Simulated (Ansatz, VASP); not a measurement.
Mg3Sn2N2 in VASP and in Ansatz

```
CELL_PARAMETERS angstrom
4.53932 0.00000 0.00000
-2.26966 3.93117 0.00000
0.00000 0.00000 9.56784
ATOMIC_POSITIONS crystal
Mg 0.00000 0.00000 0.50000
Mg 0.00000 0.00000 0.20040
Mg 0.00000 0.00000 0.79960
Sn 0.33333 0.66667 0.00000
Sn 0.66667 0.33333 0.00000
N 0.33333 0.66667 0.50000
N 0.66667 0.33333 0.50000
```

Alike in both runs: functional PBE; k mesh 4 × 4 × 2; occupations gaussian, width 0.2 eV; no spin polarisation.

Ansatz relaxed the structure, and its values are those at the end. VASP's run is a single point on that final structure, the one shown.

|  | VASP | Ansatz |
| --- | --- | --- |
| version | VASP 6.6.1 | Ansatz 0.2.0 |
| potentials or method | VASP PAW PBE potentials, release 64 (Mg, Sn_d, N), cutoff 520 eV | scalar-relativistic, plane waves, PAW |
| valence electrons in the cell | 44 | 68 |

```tsv
	VASP	Ansatz	Ansatz less VASP
gap on the k mesh at the Fermi level (eV)	none	none	-
pressure (GPa)	-0.1	0.0	+0.09
rms of the force components (eV/Å)	0.003	0.002	-0.0016
```

A gap of «none» marks a metal or a gap that the smearing closes. The functional is the same, so the differences come from potentials, cutoffs and numerics. VASP's potentials hold 44 valence electrons a cell and Ansatz's 68, so a difference there can come from the potentials and not from the codes.

The k mesh is coarse, so the values compare programs but aren't converged.
